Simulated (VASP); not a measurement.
# C (Pm-3m) in VASP: single point with PBEsol

Aim: the single point of C with PBEsol.

All numbers are computed with VASP 6.6.1; they aren't measurements. Logs are shortened: lines on timing, memory, paths and dates and some standing lists are left out, and cuts for length are marked.

## 1. The cell of the first run

Symmetry: Pm-3m, No. 221, cubic system. The conventional cell has a = 4.854 Å, b = 4.854 Å, c = 4.854 Å, α = 90.00°, β = 90.00°, γ = 90.00°.

## 2. Single point, PBEsol

The input, INCAR:

```
SYSTEM = C
PREC = Accurate
ENCUT = 600
EDIFF = 1E-6
ISMEAR = 1
SIGMA = 0.3
LREAL = .FALSE.
LASPH = .TRUE.
NELM = 120
ALGO = Normal
ISIF = 2
LWAVE = .FALSE.
LCHARG = .FALSE.
GGA = PS
NBANDS = 8
GGA_COMPAT = .FALSE.
```

The input, KPOINTS:

```
Automatic mesh
0
G
  5 5 5
  0 0 0
```

The input, POSCAR:

```
C
1.0
    4.8542860000      0.0000000000      0.0000000000
    0.0000000000      4.8542860000      0.0000000000
    0.0000000000      0.0000000000      4.8542860000
C
1
Direct
    0.5000000000      0.5000000000      0.5000000000
```

Potentials or basis: VASP PAW PBE potentials, release 64 (C).

Command:

```console
$ cat potpaw_PBE.64/C/POTCAR > POTCAR
$ mpirun -np 1 vasp_std > vasp.out
```

OUTCAR:

```text
SYSTEM = C
   PREC = Accurate
   ENCUT = 600
   EDIFF = 1E-6
   ISMEAR = 1
   LREAL = .FALSE.
   LASPH = .TRUE.
   NELM = 120
   ISIF = 2
   GGA = PS

 ion  position               nearest neighbor table
   1  0.500  0.500  0.500-

  LATTYP: Found a simple cubic cell.
 ALAT       =     4.8542860000

  Lattice vectors:

 A1 = (   4.8542860000,   0.0000000000,   0.0000000000)
 A2 = (   0.0000000000,   4.8542860000,   0.0000000000)
 A3 = (   0.0000000000,   0.0000000000,   4.8542860000)

Analysis of symmetry for initial positions (statically):
=====================================================================
 Subroutine PRICEL returns:
 Original cell was already a primitive cell.

 Routine SETGRP: Setting up the symmetry group for a
 simple cubic supercell.

 Subroutine GETGRP returns: Found 48 space group operations
 (whereof 48 operations were pure point group operations)
 out of a pool of 48 trial point group operations.

The static configuration has the point symmetry O_h .

Analysis of symmetry for dynamics (positions and initial velocities):
=====================================================================
 Subroutine PRICEL returns:
 Original cell was already a primitive cell.

 Routine SETGRP: Setting up the symmetry group for a
 simple cubic supercell.

 Subroutine GETGRP returns: Found 48 space group operations
 (whereof 48 operations were pure point group operations)
 out of a pool of 48 trial point group operations.

The dynamic configuration has the point symmetry O_h .

 Subroutine INISYM returns: Found 48 space group operations
 (whereof 48 operations are pure point group operations),
 and found     1 'primitive' translations

----------------------------------------------------------------------------------------

                                     Primitive cell

  volume of cell :     114.3868

  direct lattice vectors                    reciprocal lattice vectors
     4.854286000  0.000000000  0.000000000     0.206003519  0.000000000  0.000000000
     0.000000000  4.854286000  0.000000000     0.000000000  0.206003519  0.000000000
     0.000000000  0.000000000  4.854286000     0.000000000  0.000000000  0.206003519

  length of vectors
[... 62 lines left out ...]
   LASPH  =      T    aspherical Exc in radial PAW
   ENCUT  =  600.0 eV  44.10 Ry    6.64 a.u.   9.70  9.70  9.70*2*pi/ulx,y,z
   NELM   =    120;   NELMIN=  2; NELMDL= -5     # of ELM steps
   EDIFF  = 0.1E-05   stopping-criterion for ELM
   LREAL  =      F    real-space projection
   EDIFFG = 0.1E-04   stopping-criterion for IOM
   NSW    =      0    number of steps for IOM
   IBRION =     -1    ionic relax: 0-MD 1-quasi-New 2-CG
   NFREE  =      0    steps in history (QN), initial steepest desc. (CG)
   ISIF   =      2    stress and relaxation
   ISYM   =      2    0-nonsym 1-usesym 2-fastsym
   POTIM  = 0.5000    time-step for ionic-motion
   TEBEG  =    0.0;   TEEND  =   0.0 temperature during run
   PSTRESS=    0.0 pullay stress
   NELECT =       4.0000    total number of electrons
   NUPDOWN=      -1.0000    fix difference up-down
   EMIN   =  10.00;   EMAX   =-10.00  energy-range for DOS
   EFERMI =   0.00;   METHOD = LEGACY
   ISMEAR =     1;   SIGMA  =   0.30  broadening in eV -4-tet -1-fermi 0-gaus
   EFERMI_NEDOS =   21; number of points for ismear=-14 and -15
   IALGO  =     38    algorithm
   IMIX   =      4    mixing-type and parameters
     AMIX     =   0.40;   BMIX     =  1.00
     AMIX_MAG =   1.60;   BMIX_MAG =  1.00
  volume/ion in A,a.u.               =     114.39       771.92
  Fermi-wavevector in a.u.,A,eV,Ry     =   0.535348  1.011661  3.899395  0.286597
  Thomas-Fermi vector in A             =   1.560170
   LORBIT       =      0    0 simple, 1 ext, 2 COOP (PROOUT), +10 PAW based schemes
   GGA     = PS    functional components
   LHFCALC =     F    Hartree Fock is set to
   AEXX    =    0.0000 exact exchange contribution
   IVDW    =     0    specifies the selected vdW correction
   LEPSILON=     F    determine dielectric tensor
   LRPA    =     F    only Hartree local field effects (RPA)
 non-spin polarized calculation
 Methfessel and Paxton  Order N= 1 SIGMA  =   0.30
  energy-cutoff  :      600.00
  volume of cell :      114.39
 maximum number of plane-waves:      3832
 NGX is ok and might be reduce to    40
   NGX = 19   NGY = 19   NGZ = 19

 number of electron       4.0000000 magnetization

 Free energy of the ion-electron system (eV)
  ---------------------------------------------------
  ext. energy  EPLUGINS =         0.00000000
  ---------------------------------------------------
  free energy    TOTEN  =        -0.31895142 eV

  energy without entropy =       -0.16444752  energy(sigma->0) =       -0.26745012

 E-fermi :  -4.5760     XC(G=0):  -3.0543

 val. band max:       -4.5778024449   @ k =   0.4000   0.4000   0.4000
 cond. band min:      -4.5684387297   @ k =   0.4000   0.4000   0.4000
 fundamental gap:      0.0093637152
 Fermi energy:        -4.5760384203

 k-point     1 :       0.0000    0.0000    0.0000
  band No.  band energies     occupation
      1     -12.9669      2.00000
      2      -4.3883      0.13762
      3      -4.3883      0.13762
      4      -4.3883      0.13762
      5      -0.1434     -0.00000
      6       4.4968      0.00000
      7       4.4968      0.00000
      8       6.1791      0.00000
[... 89 lines left out ...]
 k-point    10 :       0.4000    0.4000    0.4000
  band No.  band energies     occupation
      1     -12.8972      2.00000
      2      -4.5778      1.00995
      3      -4.5684      0.95714
      4      -4.5684      0.95714
      5       2.6670      0.00000
      6       3.5311      0.00000
      7       3.5311      0.00000
      8       4.5015      0.00000

------------------------ aborting loop because EDIFF is reached ----------------------------------------

  FORCE on cell =-STRESS in cart. coord.  units (eV):
  Direction    XX          YY          ZZ          XY          YZ          ZX
  --------------------------------------------------------------------------------------
  -------------------------------------------------------------------------------------
  Total       -0.3160831     -0.3160831     -0.3160831      0.0000000     -0.0000000      0.0000000
  in kB       -4.4272671     -4.4272671     -4.4272671      0.0000000     -0.0000000      0.0000000
  external PRESSURE =      -4.4272671 kB  Pullay stress =       0.0000000 kB

 VOLUME and BASIS-vectors are now :
 -----------------------------------------------------------------------------
  energy-cutoff  :      600.00
  volume of cell :      114.39
      direct lattice vectors                 reciprocal lattice vectors
     4.854286000  0.000000000  0.000000000     0.206003519  0.000000000  0.000000000
     0.000000000  4.854286000  0.000000000     0.000000000  0.206003519  0.000000000
     0.000000000  0.000000000  4.854286000     0.000000000  0.000000000  0.206003519

 POSITION                                       TOTAL-FORCE (eV/Angst)
 -----------------------------------------------------------------------------------
      2.42714      2.42714      2.42714         0.000000      0.000000      0.000000
 -----------------------------------------------------------------------------------
    total drift:                                0.000000      0.000000     -0.000000

  FREE ENERGIE OF THE ION-ELECTRON SYSTEM (eV)
  ---------------------------------------------------
  free  energy   TOTEN  =        -0.3189514201 eV

  energy  without entropy=       -0.1644475192  energy(sigma->0) =       -0.26745012
```

stdout:

```text
POSCAR found type information on POSCAR C
 POSCAR found :  1 types and       1 ions
 scaLAPACK will be used
 -----------------------------------------------------------------------------
|                                                                             |
|                                                                             |
|     You enforced a specific xc type in the INCAR file but a different       |
|     I HOPE YOU KNOW WHAT YOU ARE DOING!                                     |
|                                                                             |
 -----------------------------------------------------------------------------

 LDA part: xc-table for (Slater+PW92), standard interpolation
 POSCAR, INCAR and KPOINTS ok, starting setup
 FFT: planning ... GRIDC
 FFT: planning ... GRID_SOFT
 FFT: planning ... GRID
 WAVECAR not read
 entering main loop
```

It took 6.5 s on 1 thread of AMD EPYC 7R13 (Zen 3), shared host; peak memory 0.18 GiB.

What came out:

```
Free energy            : -0.3190 eV
Pressure               : -0.4 GPa
Band gap on the k mesh : zero (bands 2 and 3 overlap by 0.23 eV)
```

Levels at points of the mesh, in eV from the Fermi level:
```tsv
k point	band 1	band 2	band 3	band 4	band 5
(0.00, 0.00, 0.00)	-8.39	0.19	0.19	0.19	4.43
```

Caveat: so wide a smearing shifts energies and pressures; the PAW data sets were made with another functional, which shifts forces and pressure a little.
